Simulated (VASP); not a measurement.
A run of VASP 6.6.1 is set up as follows.

File INCAR:

```
PREC = Accurate ; ENCUT = 600
EDIFF = 1E-6 ; ISMEAR = 1
SIGMA = 0.01 ; LREAL = False
LASPH = True ; NELM = 120
ALGO = Normal ; ISIF = 2
LWAVE = False ; LCHARG = False
GGA = PE ; IVDW = 12
NBANDS = 16 ; GGA_COMPAT = False
```

Contents of KPOINTS:

```
regular mesh
0
Gamma
  5 5 3
```

File POSCAR:

```
BN
1.0
    2.5360000000      0.0000000000      0.0000000000
   -1.2680000000      2.1962404200      0.0000000000
    0.0000000000      0.0000000000      4.1990000000
B N
2 2
Direct
    0.6666666700      0.3333333300      0.0000000000
    0.3333333300      0.6666666700      0.5000000000
    0.6666666700      0.3333333300      0.3750000000
    0.3333333300      0.6666666700      0.8750000000
```

Potentials or basis: VASP PAW PBE potentials, release 64 (B, N).

Launch:

```console
$ cat potpaw_PBE.64/B/POTCAR potpaw_PBE.64/N/POTCAR > POTCAR
$ mpirun -np 1 vasp_std > vasp.out
```

Q: What does it give for the pressure?

A: 2.3 GPa.

Q: What does it give for the dispersion energy per atom?

A: -0.211 eV.

Forces on the atoms (eV/Å):
```
B    0.000  0.000  0.043
B    0.000  0.000  0.043
N    0.000  0.000 -0.043
N    0.000  0.000 -0.043
```

Caveat: the k points lie up to 0.57 Å⁻¹ apart.
